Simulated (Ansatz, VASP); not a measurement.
## Ir: VASP beside Ansatz

The input INCAR:

```
SYSTEM = Ir
PREC = Accurate
ENCUT = 520
EDIFF = 1E-7
ISMEAR = -1
SIGMA = 0.05
LREAL = .FALSE.
LASPH = .TRUE.
NELM = 100
ALGO = Normal
ISIF = 2
LWAVE = .FALSE.
LCHARG = .FALSE.
GGA = PE
NBANDS = 10
```

The input KPOINTS:

```
regular mesh
0
G
  10 10 10
  0 0 0
```

File POSCAR:

```
Ir
1.0
   -0.0383120000      1.9156000000      1.9156000000
    1.9156000000     -0.0383120000      1.9156000000
    1.8772880000      1.8772880000      0.0000000000
Ir
1
Direct
    0.0000000000      0.0000000000      0.0000000000
```

input.yaml

```yaml
crystal:
  lattice:
    - [-0.038312, 1.9156, 1.9156]
    - [1.9156, -0.038312, 1.9156]
    - [1.877288, 1.877288, 0.0]
  atoms:
    - { symbol: Ir, position: [0.0, 0.0, 0.0] }
hamiltonian:
  xc: pbe
  pseudopotentials: { kind: paw }
kpoints:
  mp_grid: { grid: [10, 10, 10] }
scf:
  occupations: { method: fermi_dirac, width: 0.05 }
output:
  forces: true
  stress: true
  eigenvalues: true
  write_density: true
  write_potential: true
  elf: true
  volumetric_format: npy
```

Alike in both runs: task single point; functional PBE; k mesh 10 × 10 × 10; occupations fermi-dirac, width 0.05 eV; no spin polarisation.

|  | VASP | Ansatz |
| --- | --- | --- |
| version | VASP 6.6.1 | Ansatz 0.2.0 |
| potentials or method | VASP PAW PBE potentials, release 64 (Ir) | Ansatz PAW |
| plane-wave cutoff (eV) | 520 | 420 |
| valence electrons in the cell | 9 | 17 |

|  | VASP | Ansatz | Ansatz less VASP |
| --- | --- | --- | --- |
| gap on the k mesh at the Fermi level (eV) | none | none | - |
| pressure (GPa) | 13.1 | 12.5 | -0.64 |
| traceless stress, the component that is largest in VASP (GPa) | 11.59 | 11.61 | +0.022 |

A gap of «none» marks a metal or a gap that the smearing closes. VASP's potentials hold 9 valence electrons a cell and Ansatz's 17, so a difference there can come from the potentials and not from the codes.

Neither program's run includes spin-orbit coupling.
